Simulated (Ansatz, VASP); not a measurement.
## One calculation of NaI, two programs

```
CELL_PARAMETERS angstrom
0.00000 3.22972 3.22972
3.22972 0.00000 3.22972
3.22972 3.22972 0.00000
ATOMIC_POSITIONS crystal
Na 0.00000 0.00000 0.00000
I 0.50000 0.50000 0.50000
```

Alike in both runs: task single point; functional PBE; k mesh 8 × 8 × 8; occupations fermi-dirac, width 0.02 eV; no spin polarisation.

|  | VASP | Ansatz |
| --- | --- | --- |
| version | VASP 6.6.1 | Ansatz 0.2.0 |
| potentials or method | VASP PAW PBE potentials, release 64 (Na_pv, I) | plane waves, PAW |
| plane-wave cutoff (eV) | 520 | 420 |
| valence electrons in the cell | 14 | 26 |

```tsv
	VASP	Ansatz	Ansatz less VASP
gap on the k mesh at the Fermi level (eV)	3.66	3.66	+0.004
pressure (GPa)	0.5	0.5	-0.01
```

The functional is the same, so the differences come from potentials, cutoffs and numerics. VASP's potentials hold 14 valence electrons a cell and Ansatz's 26, so a difference there can come from the potentials and not from the codes.

Neither program's run includes spin-orbit coupling.
